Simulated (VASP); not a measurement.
**Si: relaxation of the atoms with LDA**

The system is Si, a slab with vacuum.

```xyz
5
Lattice="3.8195 0.0000 0.0000 -1.9098 3.3078 0.0000 0.0000 0.0000 19.3773" Properties=species:S:1:pos:R:3 pbc="T T T"
Si    0.0000    2.2052    4.0000
Si    0.0000    0.0000    4.7797
Si    0.0000    0.0000    7.2359
Si    1.9098    1.1026    7.8773
Si    1.9098    3.3078    9.6032
```

| Item | Value |
| --- | --- |
| Program | VASP 6.6.1 |
| Task | relaxation of the atoms |
| Functional | LDA |
| Potentials or basis | VASP PAW LDA potentials, release 64 (Si) |
| Cutoff | 520 eV |
| k mesh | 9 × 9 × 1 |
| Occupations | gaussian, width 0.05 eV |
| Spin | collinear spin |
| Starting moments | [0.0, 0.0, 0.0, 0.0, 2.0] μB |
| Dipole correction | yes |
| Atoms held fixed (from 0) | [0, 1, 2, 3] |
| Further INCAR settings | ALGO = Normal; EDIFF = 1e-06; IBRION = 2; EDIFFG = -0.025; NSW = 36 |
| Atoms held along some axes (from 0) | atom 4 along a and b |

```yaml
Energy_gained_by_relaxing: 1.5 meV/atom
Ionic_steps: 3
Band_gap_on_the_k_mesh: zero (filled and empty bands overlap)
Net_moment: 0.00 μB per cell
Valence_electrons_inside_the_program's_atomic_spheres: Si 1.67, 1.68, 1.71, 1.54 (each value once)
```

Step by step:
```
step  energy change (eV)  largest force on free atoms (eV/Å)  pressure (GPa)
   1              0.0000                              0.3654           -0.81
   2             -0.0051                              0.2100           -0.90
   3             -0.0077                              0.0028           -1.01
```

Final structure:
```yaml
crystal:
  lattice:
    - [3.81951, 0.00000, 0.00000]
    - [-1.90975, 3.30779, 0.00000]
    - [0.00000, 0.00000, 19.37729]
  atoms:
    - { symbol: Si, position: [0.33333, 0.66667, 0.20643] }
    - { symbol: Si, position: [0.00000, 0.00000, 0.24666] }
    - { symbol: Si, position: [0.00000, 0.00000, 0.37342] }
    - { symbol: Si, position: [0.66667, 0.33333, 0.40652] }
    - { symbol: Si, position: [0.00000, 0.00000, 0.49784] }
```

Levels at points of the mesh, in eV from the Fermi level:
Spin up:
| k point | band 8 | band 9 | band 10 | band 11 | band 12 | band 13 |
| --- | --- | --- | --- | --- | --- | --- |
| (0.00, 0.00, 0.00) | -0.29 | -0.29 | -0.28 | 1.31 | 1.93 | 1.93 |
Spin down:
```
           k point  band 8  band 9  band 10  band 11  band 12  band 13
(0.00, 0.00, 0.00)   -0.29   -0.29    -0.28     1.31     1.93     1.93
```

Wall time 75 s on 4 MPI ranks on AMD EPYC 7R43 64-Core Processor (Zen 3) (shared host), peak memory 0.28 GiB a rank.
